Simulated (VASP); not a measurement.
# Ca (Fm-3m) in VASP: notebook

Runs on Ca. Level: PBE+D3(BJ). Tasks: single point, relaxation of cell and atoms.

Program: VASP 6.6.1. These are calculated values, not measurements. Logs are shortened: lines on timing, memory, paths and dates and some standing lists are left out, and cuts for length are marked.

## 1. The cell of the first run

The structure is cubic, space group Fm-3m (No. 225). The conventional cell has a = 5.435 Å, b = 5.435 Å, c = 5.435 Å, α = 90.00°, β = 90.00°, γ = 90.00°. Ca (site symmetry m-3m) has 12 Ca at 3.84 Å within 5.0 Å.

## 2. Single point, PBE+D3(BJ)

Contents of INCAR:

```
ALGO     = Fast           # electronic algorithm
EDIFF    = 1E-7           # SCF threshold, eV
ENCUT    = 520            # plane-wave cutoff, eV
GGA      = PE             # functional
ISIF     = 2              # what is computed and relaxed
ISMEAR   = 0              # smearing method
IVDW     = 12             # dispersion correction
LASPH    = True           # aspherical terms in the spheres
LCHARG   = False          # write CHGCAR
LREAL    = False          # projectors in reciprocal space
LWAVE    = False          # write WAVECAR
NBANDS   = 11             # bands
NELM     = 100            # most SCF steps
PREC     = Accurate       # precision mode
SIGMA    = 0.1            # smearing width, eV
```

Contents of KPOINTS:

```
k-points
0
Gamma
  14 14 14
```

Contents of POSCAR:

```
Ca
1.0
    0.0000000000      2.7174793496      2.7174793496
    2.7174793496      0.0000000000      2.7174793496
    2.7174793496      2.7174793496      0.0000000000
Ca
1
Direct
    0.0000000000      0.0000000000      0.0000000000
```

Potentials or basis: VASP PAW PBE potentials, release 64 (Ca_sv).

Command:

```bash
> cat potpaw_PBE.64/Ca_sv/POTCAR > POTCAR
> mpirun -np 1 vasp_std > vasp.out
```

OUTCAR:

```text
EDIFF = 1E-7
   ENCUT = 520
   GGA = PE
   ISIF = 2
   ISMEAR = 0
   IVDW = 12
   LASPH = True
   LREAL = False
   NELM = 100
   PREC = Accurate
 IVDW          = 12

 ion  position               nearest neighbor table
   1  0.000  0.000  0.000-

  LATTYP: Found a face centered cubic cell.
 ALAT       =     5.4349586992

  Lattice vectors:

 A1 = (   0.0000000000,   2.7174793496,   2.7174793496)
 A2 = (   2.7174793496,   0.0000000000,   2.7174793496)
 A3 = (   2.7174793496,   2.7174793496,   0.0000000000)

Analysis of symmetry for initial positions (statically):
=====================================================================
 Subroutine PRICEL returns:
 Original cell was already a primitive cell.

 Routine SETGRP: Setting up the symmetry group for a
 face centered cubic supercell.

 Subroutine GETGRP returns: Found 48 space group operations
 (whereof 48 operations were pure point group operations)
 out of a pool of 48 trial point group operations.

The static configuration has the point symmetry O_h .

Analysis of symmetry for dynamics (positions and initial velocities):
=====================================================================
 Subroutine PRICEL returns:
 Original cell was already a primitive cell.

 Routine SETGRP: Setting up the symmetry group for a
 face centered cubic supercell.

 Subroutine GETGRP returns: Found 48 space group operations
 (whereof 48 operations were pure point group operations)
 out of a pool of 48 trial point group operations.

The dynamic configuration has the point symmetry O_h .

 Subroutine INISYM returns: Found 48 space group operations
 (whereof 48 operations are pure point group operations),
 and found     1 'primitive' translations

----------------------------------------------------------------------------------------

                                     Primitive cell

  volume of cell :      40.1355

  direct lattice vectors                    reciprocal lattice vectors
     0.000000000  2.717479350  2.717479350    -0.183994038  0.183994038  0.183994038
     2.717479350  0.000000000  2.717479350     0.183994038 -0.183994038  0.183994038
     2.717479350  2.717479350  0.000000000     0.183994038  0.183994038 -0.183994038

  length of vectors
     3.843096152  3.843096152  3.843096152     0.318687023  0.318687023  0.318687023

  position of ions in fractional coordinates (direct lattice)
     0.000000000  0.000000000  0.000000000

  ion indices of the primitive-cell ions
   primitive index   ion index
                 1           1

----------------------------------------------------------------------------------------

 KPOINTS: k-points

Automatic generation of k-mesh.
 Grid dimensions read from file:
 generate k-points for:   14   14   14

 Generating k-lattice:

  Cartesian coordinates                     Fractional coordinates (reciprocal lattice)
    -0.013142431  0.013142431  0.013142431     0.071428571  0.000000000  0.000000000
     0.013142431 -0.013142431  0.013142431     0.000000000  0.071428571  0.000000000
     0.013142431  0.013142431 -0.013142431     0.000000000  0.000000000  0.071428571

  Length of vectors
     0.022763359  0.022763359  0.022763359

  Shift w.r.t. Gamma in fractional coordinates (k-lattice)
     0.000000000  0.000000000  0.000000000

 Subroutine IBZKPT returns following result:
 ===========================================

 Found    104 irreducible k-points:

 Following reciprocal coordinates:
            Coordinates               Weight
  0.000000  0.000000  0.000000      1.000000
  0.071429  0.000000  0.000000      8.000000
  0.142857  0.000000  0.000000      8.000000
  0.214286  0.000000  0.000000      8.000000
  0.285714  0.000000  0.000000      8.000000
  0.357143  0.000000  0.000000      8.000000
[... 16 lines left out ...]
  0.214286  0.142857  0.000000     24.000000
  0.285714  0.142857  0.000000     24.000000
 [... further k-points ...]
   k-points           NKPTS =    104   k-points in BZ     NKDIM =    104   number of bands    NBANDS=     11
   number of dos      NEDOS =    301   number of ions     NIONS =      1
   total plane-waves  NPLWV =  27000
   dimension x,y,z NGX =    30 NGY =   30 NGZ =   30
   dimension x,y,z NGXF=    60 NGYF=   60 NGZF=   60
   ions per type =               1
   NGX,Y,Z   is equivalent  to a cutoff of  12.98, 12.98, 12.98 a.u.
   NGXF,Y,Z  is equivalent  to a cutoff of  25.96, 25.96, 25.96 a.u.
 SYSTEM =  unknown system
   PREC   = accura    normal or accurate (medium, high low for compatibility)
   ISTART =      0    job   : 0-new  1-cont  2-samecut
   ICHARG =      2    charge: 1-file 2-atom 10-const
   ISPIN  =      1    spin polarized calculation?
   LNONCOLLINEAR =      F non collinear calculations
   LSORBIT =      F    spin-orbit coupling
   LASPH  =      T    aspherical Exc in radial PAW
   ENCUT  =  520.0 eV  38.22 Ry    6.18 a.u.   7.15  7.15  7.15*2*pi/ulx,y,z
   NELM   =    100;   NELMIN=  2; NELMDL= -5     # of ELM steps
   EDIFF  = 0.1E-06   stopping-criterion for ELM
   LREAL  =      F    real-space projection
   EDIFFG = 0.1E-05   stopping-criterion for IOM
   NSW    =      0    number of steps for IOM
   IBRION =     -1    ionic relax: 0-MD 1-quasi-New 2-CG
   NFREE  =      0    steps in history (QN), initial steepest desc. (CG)
   ISIF   =      2    stress and relaxation
   ISYM   =      2    0-nonsym 1-usesym 2-fastsym
   POTIM  = 0.5000    time-step for ionic-motion
   TEBEG  =    0.0;   TEEND  =   0.0 temperature during run
   PSTRESS=    0.0 pullay stress
   NELECT =      10.0000    total number of electrons
   NUPDOWN=      -1.0000    fix difference up-down
   EMIN   =  10.00;   EMAX   =-10.00  energy-range for DOS
   EFERMI =   0.00;   METHOD = LEGACY
   ISMEAR =     0;   SIGMA  =   0.10  broadening in eV -4-tet -1-fermi 0-gaus
   EFERMI_NEDOS =   21; number of points for ismear=-14 and -15
   IALGO  =     68    algorithm
   IMIX   =      4    mixing-type and parameters
     AMIX     =   0.40;   BMIX     =  1.00
     AMIX_MAG =   1.60;   BMIX_MAG =  1.00
  volume/ion in A,a.u.               =      40.14       270.85
  Fermi-wavevector in a.u.,A,eV,Ry     =   1.030146  1.946693 14.438500  1.061200
  Thomas-Fermi vector in A             =   2.164229
   LORBIT       =      0    0 simple, 1 ext, 2 COOP (PROOUT), +10 PAW based schemes
   GGA     = PE    functional components
   LHFCALC =     F    Hartree Fock is set to
   AEXX    =    0.0000 exact exchange contribution
   IVDW    =    12    specifies the selected vdW correction
   LEPSILON=     F    determine dielectric tensor
   LRPA    =     F    only Hartree local field effects (RPA)
 non-spin polarized calculation
 RMM-DIIS sequential band-by-band and
 Gauss-broadening in eV      SIGMA  =   0.10
  energy-cutoff  :      520.00
  volume of cell :       40.14
 maximum number of plane-waves:      1106
 NGX is ok and might be reduce to    30
   NGX = 15   NGY = 15   NGZ = 15

 number of electron      10.0000001 magnetization

 Free energy of the ion-electron system (eV)
  ---------------------------------------------------
  ext. energy  EPLUGINS =         0.00000000
  ---------------------------------------------------
  free energy    TOTEN  =        -1.92696758 eV

  energy without entropy =       -1.91994391  energy(sigma->0) =       -1.92345574

 E-fermi :   2.1564     XC(G=0):  -7.8923

 val. band max:        2.1363978489   @ k =  -0.4286   0.1429   0.0000
 cond. band min:       2.1574174948   @ k =  -0.4286   0.2143   0.0714
 fundamental gap:      0.0210196459
 Fermi energy:         2.1564047566

 k-point     1 :       0.0000    0.0000    0.0000
  band No.  band energies     occupation
      1     -39.7391      2.00000
      2     -20.6489      2.00000
      3     -20.6489      2.00000
      4     -20.6489      2.00000
      5      -1.9516      2.00000
      6       4.5672      0.00000
      7       4.5672      0.00000
      8       4.5672      0.00000
      9       5.7020      0.00000
     10       5.7020      0.00000
     11      11.5016      0.00000

 k-point     2 :       0.0714    0.0000    0.0000
  band No.  band energies     occupation
      1     -39.7383      2.00000
      2     -20.6573      2.00000
      3     -20.6500      2.00000
      4     -20.6500      2.00000
      5      -1.8604      2.00000
      6       4.4668      0.00000
      7       4.6029      0.00000
      8       4.6029      0.00000
      9       5.6701      0.00000
     10       5.6701      0.00000
     11      11.6228      0.00000

 k-point     3 :       0.1429    0.0000    0.0000
  band No.  band energies     occupation
      1     -39.7359      2.00000
      2     -20.6807      2.00000
      3     -20.6532      2.00000
      4     -20.6532      2.00000
      5      -1.5916      2.00000
      6       4.1970      0.00000
      7       4.6840      0.00000
      8       4.6840      0.00000
      9       5.6124      0.00000
     10       5.6124      0.00000
     11      11.5688      0.00000

 k-point     4 :       0.2143    0.0000    0.0000
  band No.  band energies     occupation
      1     -39.7324      2.00000
      2     -20.7143      2.00000
      3     -20.6578      2.00000
      4     -20.6578      2.00000
      5      -1.1603      2.00000
      6       3.8208      0.00000
      7       4.7268      0.00000
      8       4.7268      0.00000
      9       5.6372      0.00000
     10       5.6372      0.00000
     11      10.4465      0.00000
[... 239 lines left out ...]
 k-point    22 :       0.1429    0.1429    0.0000
  band No.  band energies     occupation
      1     -39.7348      2.00000
      2     -20.6798      2.00000
      3     -20.6603      2.00000
      4     -20.6603      2.00000
      5      -1.4733      2.00000
      6       4.1079      0.00000
      7       4.7659      0.00000
      8       4.7659      0.00000
      9       5.2249      0.00000
     10       5.8275      0.00000
     11      12.0961      0.00000

 k-point    23 :       0.2143    0.1429    0.0000
  band No.  band energies     occupation
      1     -39.7322      2.00000
      2     -20.7016      2.00000
      3     -20.6660      2.00000
      4     -20.6647      2.00000
      5      -1.1572      2.00000
      6       3.8662      0.00000
      7       4.7722      0.00000
      8       4.8637      0.00000
      9       5.1248      0.00000
     10       5.8917      0.00000
     11      11.4393      0.00000

 k-point    24 :       0.2857    0.1429    0.0000
  band No.  band energies     occupation
      1     -39.7289      2.00000
      2     -20.7317      2.00000
      3     -20.6717      2.00000
      4     -20.6699      2.00000
      5      -0.6900      2.00000
      6       3.5576      0.00000
      7       4.5310      0.00000
      8       4.8999      0.00000
      9       5.3582      0.00000
     10       6.0204      0.00000
     11      10.2302      0.00000

 [... further k-points ...]

------------------------ aborting loop because EDIFF is reached ----------------------------------------

 Edisp (eV)   -0.24117

 E8    (eV) :    -0.1215

  FORCE on cell =-STRESS in cart. coord.  units (eV):
  Direction    XX          YY          ZZ          XY          YZ          ZX
  --------------------------------------------------------------------------------------
  -------------------------------------------------------------------------------------
  Total       0.00337     0.00337     0.00337    -0.00000    -0.00000    -0.00000
  in kB       0.13464     0.13464     0.13464    -0.00000    -0.00000    -0.00000
  external pressure =        0.13 kB  Pullay stress =        0.00 kB

 VOLUME and BASIS-vectors are now :
 -----------------------------------------------------------------------------
  energy-cutoff  :      520.00
  volume of cell :       40.14
      direct lattice vectors                 reciprocal lattice vectors
     0.000000000  2.717479350  2.717479350    -0.183994038  0.183994038  0.183994038
     2.717479350  0.000000000  2.717479350     0.183994038 -0.183994038  0.183994038
     2.717479350  2.717479350  0.000000000     0.183994038  0.183994038 -0.183994038

 POSITION                                       TOTAL-FORCE (eV/Angst)
 -----------------------------------------------------------------------------------
      0.00000      0.00000      0.00000         0.000000      0.000000      0.000000
 -----------------------------------------------------------------------------------
    total drift:                               -0.000000     -0.000000      0.000000

  FREE ENERGIE OF THE ION-ELECTRON SYSTEM (eV)
  ---------------------------------------------------
  free  energy   TOTEN  =        -2.1681365805 eV

  energy  without entropy=       -2.1611129061  energy(sigma->0) =       -2.16462474
```

It took 37 s on 1 thread of Intel Xeon 6975P-C (Granite Rapids), shared host; peak memory 0.2 GiB.

What came out:

```
Free energy                : -2.1681 eV
Pressure                   : 0.0 GPa
Band gap on the k mesh     : zero (band 5 reaches 2.28 eV, above the bottom of band 6 at 2.04 eV)
Dispersion energy per atom : -0.241 eV
```

Levels at points of the mesh, in eV from the Fermi level:
```csv
k point,band 3,band 4,band 5,band 6,band 7,band 8
"(0.00, 0.00, 0.00)",-22.81,-22.81,-4.11,2.41,2.41,2.41
"(0.50, 0.00, 0.00)",-22.83,-22.83,-1.00,-0.11,2.29,2.29
"(0.50, 0.50, 0.00)",-22.87,-22.87,-0.50,0.55,1.07,4.27
```

Caveat: pairwise dispersion overbinds metals, which lowers pressure and volume.

[end of part 1 of 2]
